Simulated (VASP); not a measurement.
# Si23H4O48 (a cell with a defect) in VASP: notebook

Runs on Si23H4O48 (a cell with a defect). Level: PBE. Tasks: single point.

All numbers are computed with VASP 6.6.1; they aren't measurements. Logs are shortened: lines on timing, memory, paths and dates and some standing lists are left out, and cuts for length are marked.

## Step 1: The cell of the first run

The cell holds a defect, 75 atoms: a = 9.832 Å, b = 9.832 Å, c = 10.818 Å, α = 90.00°, β = 90.00°, γ = 120.00°.

## Step 2: Single point, PBE

INCAR reads:

```
SYSTEM = Si23H4O48
  PREC = Accurate
  ENCUT = 520
  EDIFF = 1E-7
  ISMEAR = 0
  SIGMA = 0.02
  LREAL = Auto
  LASPH = .TRUE.
  NELM = 80
  ALGO = Normal
  ISIF = 2
  LWAVE = .FALSE.
  LCHARG = .TRUE.
  GGA = PE
  LELF = .TRUE.
  LVHAR = .TRUE.
  NBANDS = 235
```

KPOINTS reads:

```
Automatic mesh
0
G
  1 1 1
  0 0 0
```

POSCAR reads:

```
Si23H4O48
1.0
    9.8316000000      0.0000000000      0.0000000000
   -4.9158000000      8.5144150000      0.0000000000
    0.0000000000      0.0000000000     10.8182000000
Si O H
23 48 4
Direct
    0.2668430000      0.0009767400      0.1634700000
    0.0028516000      0.2703680000      0.3357050000
    0.2306050000      0.2354080000      0.0001007300
    0.2653480000      0.9977494000      0.6636500000
    0.9932126000      0.2663560000      0.8350300000
    0.2323110000      0.2285110000      0.5017520000
    0.2682820000      0.5027390000      0.1672110000
    0.9997803800      0.7676140000      0.3331480000
    0.2338640000      0.7330290000      0.9966533000
    0.9989205000      0.7666930000      0.8327140000
    0.2344290000      0.7356140000      0.4976220000
    0.7692410000      0.0042952000      0.1672390000
    0.4984520000      0.2670890000      0.3326380000
    0.7266420000      0.2320240000      0.0002954000
    0.7657180000      0.0012322000      0.6669000000
    0.4945750000      0.2657660000      0.8320270000
    0.7327730000      0.2338080000      0.4992370000
    0.7651740000      0.5008340000      0.1672980000
    0.5011880000      0.7703670000      0.3320530000
    0.7350830000      0.7369020000      0.0012113000
    0.7631940000      0.4995590000      0.6663380000
    0.5046480000      0.7692100000      0.8316280000
    0.7327490000      0.7354920000      0.4996880000
    0.0687650000      0.2066210000      0.4462400000
    0.2961240000      0.3658270000      0.1099080000
    0.1402060000      0.4347450000      0.2786630000
    0.2024600000      0.0698960000      0.0553950000
    0.3623780000      0.2944360000      0.3913610000
    0.4306990000      0.1384180000      0.2213530000
    0.0654320000      0.2098730000      0.9457150000
    0.3038820000      0.3517710000      0.6166480000
    0.1356700000      0.4290170000      0.7780800000
    0.1997120000      0.0574320000      0.5499300000
    0.3584550000      0.2958220000      0.8879650000
    0.4284840000      0.1364520000      0.7217280000
    0.0679010000      0.7063220000      0.4438320000
    0.2991160000      0.8684090000      0.1031500000
    0.1368330000      0.9300380000      0.2735220000
    0.2040780000      0.5698520000      0.0580140000
    0.3639780000      0.7993980000      0.3865800000
    0.4342950000      0.6406840000      0.2215190000
    0.0677460000      0.7049810000      0.9423610000
    0.2993620000      0.8643310000      0.6090240000
    0.1350350000      0.9300380000      0.7738950000
    0.2058530000      0.5699500000      0.5554350000
    0.3593880000      0.7870590000      0.8833780000
    0.4574520000      0.6484340000      0.7143040000
    0.5683340000      0.2046660000      0.4411890000
    0.7907210000      0.3628830000      0.1097040000
    0.6344730000      0.4331810000      0.2768560000
    0.7032200000      0.0691220000      0.0573170000
    0.8658290000      0.2991990000      0.3913950000
    0.9337440000      0.1415760000      0.2241200000
    0.5617480000      0.2046160000      0.9436860000
    0.7914020000      0.3622690000      0.6109670000
    0.6303510000      0.4323090000      0.7751710000
    0.7053660000      0.0690910000      0.5554790000
    0.8539980000      0.2927100000      0.8882170000
    0.9307640000      0.1366270000      0.7244910000
    0.5684650000      0.7078670000      0.4422990000
    0.7990200000      0.8685060000      0.1101390000
    0.6394420000      0.9356300000      0.2772850000
    0.7054800000      0.5714430000      0.0574340000
    0.8637870000      0.7971160000      0.3899890000
    0.9305870000      0.6356190000      0.2243800000
    0.5697540000      0.7090080000      0.9453830000
    0.7944690000      0.8645580000      0.6107280000
    0.6368080000      0.9393260000      0.7782680000
    0.7041320000      0.5699330000      0.5561050000
    0.8633810000      0.7966100000      0.8896810000
    0.9285160000      0.6335080000      0.7246220000
    0.4522990000      0.5477660000      0.7253400000
    0.2297450000      0.3561110000      0.6755540000
    0.3027980000      0.5849670000      0.5956360000
    0.1203613100      0.4691126700      0.7217755400
```

Potentials or basis: VASP PAW PBE potentials, release 64 (Si, O, H).

On the command line:

```bash
$ cat potpaw_PBE.64/Si/POTCAR potpaw_PBE.64/O/POTCAR potpaw_PBE.64/H/POTCAR > POTCAR
$ mpirun -np 1 vasp_gam > vasp.out
```

OUTCAR:

```text
SYSTEM = Si23H4O48
   PREC = Accurate
   ENCUT = 520
   EDIFF = 1E-7
   ISMEAR = 0
   LREAL = Auto
   LASPH = .TRUE.
   NELM = 80
   ISIF = 2
   GGA = PE

 ion  position               nearest neighbor table
   1  0.267  0.001  0.163-  29 1.62  37 1.62  38 1.63  27 1.63   3 3.06  13 3.07   9 3.07   8 3.08

   2  0.003  0.270  0.336-  26 1.62  52 1.62  24 1.63  53 1.63  17 3.06   7 3.06   6 3.07  12 3.07

   3  0.231  0.235  0.000-  27 1.62  30 1.62  25 1.63  34 1.63   7 3.06  16 3.06   1 3.06   5 3.07

   4  0.265  0.998  0.664-  43 1.62  35 1.62  33 1.63  44 1.63   6 3.01  11 3.03  16 3.07  10 3.07

   5  0.993  0.266  0.835-  58 1.62  30 1.62  59 1.63  32 1.63  15 3.05  14 3.05   3 3.07
   6  0.232  0.229  0.502-  24 1.63  28 1.63  31 1.63  33 1.63   4 3.01  13 3.06   2 3.07
   7  0.268  0.503  0.167-  41 1.62  25 1.62  26 1.63  39 1.63  19 3.05   3 3.06   2 3.06   9 3.07
[... 77 lines left out ...]
  70  0.863  0.797  0.890-  10 1.62  20 1.63
  71  0.929  0.634  0.725-  21 1.62  10 1.63
  72  0.452  0.548  0.725-  47 0.97
  73  0.230  0.356  0.676-  31 0.99
  74  0.303  0.585  0.596-  45 0.99
  75  0.120  0.469  0.722-  32 0.78

  LATTYP: Found a hexagonal cell.
 ALAT       =     9.8316000000
 C/A-ratio  =     1.1003498922

  Lattice vectors:

 A1 = (   9.8316000000,   0.0000000000,   0.0000000000)
 A2 = (  -4.9158000000,   8.5144150000,   0.0000000000)
 A3 = (   0.0000000000,   0.0000000000,  10.8182000000)

Analysis of symmetry for initial positions (statically):
=====================================================================
 Subroutine PRICEL returns:
 Original cell was already a primitive cell.

 Routine SETGRP: Setting up the symmetry group for a
 hexagonal supercell.

 Subroutine GETGRP returns: Found  1 space group operations
 (whereof  1 operations were pure point group operations)
 out of a pool of 24 trial point group operations.

The static configuration has the point symmetry C_1 .

Analysis of symmetry for dynamics (positions and initial velocities):
=====================================================================
 Subroutine PRICEL returns:
 Original cell was already a primitive cell.

 Routine SETGRP: Setting up the symmetry group for a
 hexagonal supercell.

 Subroutine GETGRP returns: Found  1 space group operations
 (whereof  1 operations were pure point group operations)
 out of a pool of 24 trial point group operations.

The dynamic configuration has the point symmetry C_1 .

 Subroutine INISYM returns: Found  1 space group operations
 (whereof  1 operations are pure point group operations),
 and found     1 'primitive' translations

----------------------------------------------------------------------------------------

                                     Primitive cell

  volume of cell :     905.5950

  direct lattice vectors                    reciprocal lattice vectors
     9.831600000  0.000000000  0.000000000     0.101712844  0.058723941  0.000000000
    -4.915800000  8.514415000  0.000000000     0.000000000  0.117447881  0.000000000
     0.000000000  0.000000000 10.818200000     0.000000000  0.000000000  0.092436819

  length of vectors
     9.831600000  9.831599688 10.818200000     0.117447877  0.117447881  0.092436819

  position of ions in fractional coordinates (direct lattice)
     0.266843000  0.000976740  0.163470000
     0.002851600  0.270368000  0.335705000
     0.230605000  0.235408000  0.000100730
     0.265348000  0.997749400  0.663650000
     0.993212600  0.266356000  0.835030000
     0.232311000  0.228511000  0.501752000
[... 67 lines left out ...]
     0.302798000  0.584967000  0.595636000
     0.120361310  0.469112670  0.721775540

  ion indices of the primitive-cell ions
   primitive index   ion index
                 1           1
                 2           2
                 3           3
                 4           4
                 5           5
                 6           6
[... 67 lines left out ...]
                74          74
                75          75

----------------------------------------------------------------------------------------

 KPOINTS: Automatic mesh

Automatic generation of k-mesh.
 Grid dimensions read from file:
 generate k-points for:    1    1    1

 Generating k-lattice:

  Cartesian coordinates                     Fractional coordinates (reciprocal lattice)
     0.101712844  0.058723941  0.000000000     1.000000000  0.000000000  0.000000000
     0.000000000  0.117447881  0.000000000     0.000000000  1.000000000  0.000000000
     0.000000000  0.000000000  0.092436819     0.000000000  0.000000000  1.000000000

  Length of vectors
     0.117447877  0.117447881  0.092436819

  Shift w.r.t. Gamma in fractional coordinates (k-lattice)
     0.000000000  0.000000000  0.000000000

 Subroutine IBZKPT returns following result:
 ===========================================

 Found      1 irreducible k-points:

 Following reciprocal coordinates:
            Coordinates               Weight
  0.000000  0.000000  0.000000      1.000000
   k-points           NKPTS =      1   k-points in BZ     NKDIM =      1   number of bands    NBANDS=    235
   number of dos      NEDOS =    301   number of ions     NIONS =     75
   total plane-waves  NPLWV = 512000
   dimension x,y,z NGX =    80 NGY =   80 NGZ =   80
   dimension x,y,z NGXF=   160 NGYF=  160 NGZF=  160
   ions per type =              23  48   4
   NGX,Y,Z   is equivalent  to a cutoff of  13.53, 13.53, 12.29 a.u.
   NGXF,Y,Z  is equivalent  to a cutoff of  27.05, 27.05, 24.59 a.u.
 SYSTEM =  Si23H4O48
   PREC   = accura    normal or accurate (medium, high low for compatibility)
   ISTART =      0    job   : 0-new  1-cont  2-samecut
   ICHARG =      2    charge: 1-file 2-atom 10-const
   ISPIN  =      1    spin polarized calculation?
   LNONCOLLINEAR =      F non collinear calculations
   LSORBIT =      F    spin-orbit coupling
   LASPH  =      T    aspherical Exc in radial PAW
   ENCUT  =  520.0 eV  38.22 Ry    6.18 a.u.  18.28 18.28 20.11*2*pi/ulx,y,z
   NELM   =     80;   NELMIN=  2; NELMDL= -5     # of ELM steps
   EDIFF  = 0.1E-06   stopping-criterion for ELM
   LREAL  =      T    real-space projection
   EDIFFG = 0.1E-05   stopping-criterion for IOM
   NSW    =      0    number of steps for IOM
   IBRION =     -1    ionic relax: 0-MD 1-quasi-New 2-CG
   NFREE  =      0    steps in history (QN), initial steepest desc. (CG)
   ISIF   =      2    stress and relaxation
   ISYM   =      2    0-nonsym 1-usesym 2-fastsym
   POTIM  = 0.5000    time-step for ionic-motion
   TEBEG  =    0.0;   TEEND  =   0.0 temperature during run
   PSTRESS=    0.0 pullay stress
   NELECT =     384.0000    total number of electrons
   NUPDOWN=      -1.0000    fix difference up-down
   EMIN   =  10.00;   EMAX   =-10.00  energy-range for DOS
   EFERMI =   0.00;   METHOD = LEGACY
   ISMEAR =     0;   SIGMA  =   0.02  broadening in eV -4-tet -1-fermi 0-gaus
   EFERMI_NEDOS =   21; number of points for ismear=-14 and -15
   IALGO  =     38    algorithm
   IMIX   =      4    mixing-type and parameters
     AMIX     =   0.40;   BMIX     =  1.00
     AMIX_MAG =   1.60;   BMIX_MAG =  1.00
  volume/ion in A,a.u.               =      12.07        81.48
  Fermi-wavevector in a.u.,A,eV,Ry     =   1.229912  2.324196 20.581296  1.512683
  Thomas-Fermi vector in A             =   2.364781
   LORBIT       =      0    0 simple, 1 ext, 2 COOP (PROOUT), +10 PAW based schemes
   GGA     = PE    functional components
   LHFCALC =     F    Hartree Fock is set to
   AEXX    =    0.0000 exact exchange contribution
   IVDW    =     0    specifies the selected vdW correction
   LEPSILON=     F    determine dielectric tensor
   LRPA    =     F    only Hartree local field effects (RPA)
 non-spin polarized calculation
 Gauss-broadening in eV      SIGMA  =   0.02
  energy-cutoff  :      520.00
  volume of cell :      905.60
 maximum number of plane-waves:     12195
 NGX is ok and might be reduce to    80
   NGX = 37   NGY = 37   NGZ = 41

 number of electron     384.0000017 magnetization

 Free energy of the ion-electron system (eV)
  ---------------------------------------------------
  ext. energy  EPLUGINS =         0.00000000
  ---------------------------------------------------
  free energy    TOTEN  =      -571.92175733 eV

  energy without entropy =     -571.92175733  energy(sigma->0) =     -571.92175733

 E-fermi :   1.2505     XC(G=0):  -9.2346

 val. band max:        1.1563620521   @ k =   0.0000   0.0000   0.0000
 cond. band min:       6.8038516558   @ k =   0.0000   0.0000   0.0000
 fundamental gap:      5.6474896037
 Fermi energy:         1.2504768554

 k-point     1 :       0.0000    0.0000    0.0000
  band No.  band energies     occupation
      1     -18.8808      2.00000
      2     -18.3064      2.00000
      3     -17.9021      2.00000
      4     -17.8883      2.00000
      5     -17.8811      2.00000
      6     -17.8563      2.00000
[... 196 lines left out ...]
    203       9.8024      0.00000
    204       9.8514      0.00000
 [bands above 204 left out]

------------------------ aborting loop because EDIFF is reached ----------------------------------------

  FORCE on cell =-STRESS in cart. coord.  units (eV):
  Direction    XX          YY          ZZ          XY          YZ          ZX
  --------------------------------------------------------------------------------------
  -------------------------------------------------------------------------------------
  Total       16.9848325     20.1814829     24.1391374     -2.7198677     -6.5723273      5.2762570
  in kB       30.0495401     35.7050492     42.7069256     -4.8119859    -11.6277516      9.3347459
  external PRESSURE =      36.1538383 kB  Pullay stress =       0.0000000 kB

 VOLUME and BASIS-vectors are now :
 -----------------------------------------------------------------------------
  energy-cutoff  :      520.00
  volume of cell :      905.60
      direct lattice vectors                 reciprocal lattice vectors
     9.831600000  0.000000000  0.000000000     0.101712844  0.058723941  0.000000000
    -4.915800000  8.514415000  0.000000000     0.000000000  0.117447881  0.000000000
     0.000000000  0.000000000 10.818200000     0.000000000  0.000000000  0.092436819

 POSITION                                       TOTAL-FORCE (eV/Angst)
 -----------------------------------------------------------------------------------
      2.61869      0.00832      1.76845         0.015410     -0.013181      0.026538
     -1.30104      2.30203      3.63172        -0.009672      0.045362      0.028423
      1.11000      2.00436      0.00109         0.033361     -0.014459      0.035884
     -2.29594      8.49525      7.17950         0.051288     -0.054668     -0.020663
      8.45552      2.26787      9.03352         0.048616     -0.259530      0.250702
      1.16067      1.94564      5.42805        -0.015240     -0.026758     -0.079148
[... 67 lines left out ...]
      0.10141      4.98065      6.44371        -0.010840     -0.009551      0.015881
     -1.12272      3.99422      7.80831        -9.180198      9.333126    -16.057391
 -----------------------------------------------------------------------------------
    total drift:                               -0.019786      0.002998     -0.013968

  FREE ENERGIE OF THE ION-ELECTRON SYSTEM (eV)
  ---------------------------------------------------
  free  energy   TOTEN  =      -571.9217573268 eV

  energy  without entropy=     -571.9217573268  energy(sigma->0) =     -571.92175733
```

Run time: 7.3 min. Hardware: 1 thread of Intel Xeon Platinum 8259CL at 2.50GHz (Skylake/Cascade Lake), shared host; peak memory 0.95 GiB.

Results:

```
Free energy            : -571.9218 eV
Pressure               : 3.6 GPa
Largest force          : 20.718 eV/Å
Band gap on the k mesh : 5.65 eV
```

Forces on the atoms (eV/Å):
```
Si    0.015  -0.013   0.027
Si   -0.010   0.045   0.028
Si    0.033  -0.014   0.036
Si    0.051  -0.055  -0.021
Si    0.049  -0.260   0.251
Si   -0.015  -0.027  -0.079
Si    0.013   0.007   0.051
Si    0.023  -0.004   0.046
Si   -0.008   0.019   0.022
Si   -0.003  -0.007  -0.046
Si    0.077  -0.242   0.099
Si    0.015  -0.011   0.028
Si    0.003   0.004   0.011
Si   -0.050  -0.027   0.062
Si   -0.043  -0.062  -0.063
Si    0.003   0.010  -0.026
Si   -0.001   0.021  -0.001
Si    0.007   0.017   0.021
Si   -0.062   0.002   0.048
Si   -0.004  -0.011   0.008
Si    0.053   0.015  -0.021
Si   -0.026   0.024  -0.010
Si   -0.014  -0.028  -0.022
O     0.016   0.002   0.006
O    -0.011  -0.013  -0.028
O     0.014  -0.012  -0.026
O     0.002   0.018  -0.010
O    -0.010  -0.008   0.014
O    -0.013   0.008  -0.004
O    -0.048   0.051  -0.075
O    -0.018   0.013   0.056
O     8.982  -9.227  15.967
O    -0.012   0.029   0.004
O    -0.021  -0.003   0.006
O    -0.014   0.020   0.018
O    -0.050   0.034  -0.046
O    -0.007  -0.010  -0.017
O     0.014   0.008  -0.027
O     0.001   0.002  -0.025
O     0.030   0.039  -0.057
O    -0.005  -0.007  -0.020
O     0.013  -0.004  -0.001
O    -0.030   0.070   0.024
O     0.001   0.007   0.007
O     0.023   0.101  -0.130
O    -0.001  -0.021   0.007
O    -0.023   0.034   0.032
O    -0.006   0.011  -0.009
O     0.000  -0.018  -0.028
O     0.010  -0.003  -0.011
O     0.007   0.021  -0.021
O    -0.002  -0.024   0.001
O    -0.009   0.003  -0.009
O     0.015   0.008  -0.004
O    -0.020  -0.022   0.002
O    -0.004  -0.015   0.010
O     0.026   0.000   0.028
O     0.101   0.037  -0.068
O     0.038   0.148   0.053
O     0.024   0.017  -0.005
O    -0.007  -0.001  -0.014
O     0.020   0.006  -0.021
O     0.009   0.003  -0.001
O    -0.011  -0.005   0.007
O    -0.017  -0.003  -0.012
O    -0.006   0.007  -0.009
O    -0.013   0.019   0.017
O     0.023   0.018   0.003
O     0.002   0.007   0.009
O    -0.008  -0.004   0.014
O    -0.025   0.009   0.033
H     0.043  -0.080  -0.025
H     0.061   0.000  -0.023
H    -0.011  -0.010   0.016
H    -9.180   9.333 -16.057
```

Levels at points of the mesh, in eV from the valence-band top:
| k point | band 188 | band 189 | band 190 | band 191 | band 192 | band 193 | band 194 | band 195 | band 196 | band 197 |
| --- | --- | --- | --- | --- | --- | --- | --- | --- | --- | --- |
| (0.00, 0.00, 0.00) | -0.29 | -0.28 | -0.25 | -0.23 | 0.00 | 5.65 | 7.58 | 7.63 | 7.89 | 7.95 |

Caveat: the k points lie up to 0.74 Å⁻¹ apart.

(Continued in part 2 of 2.)
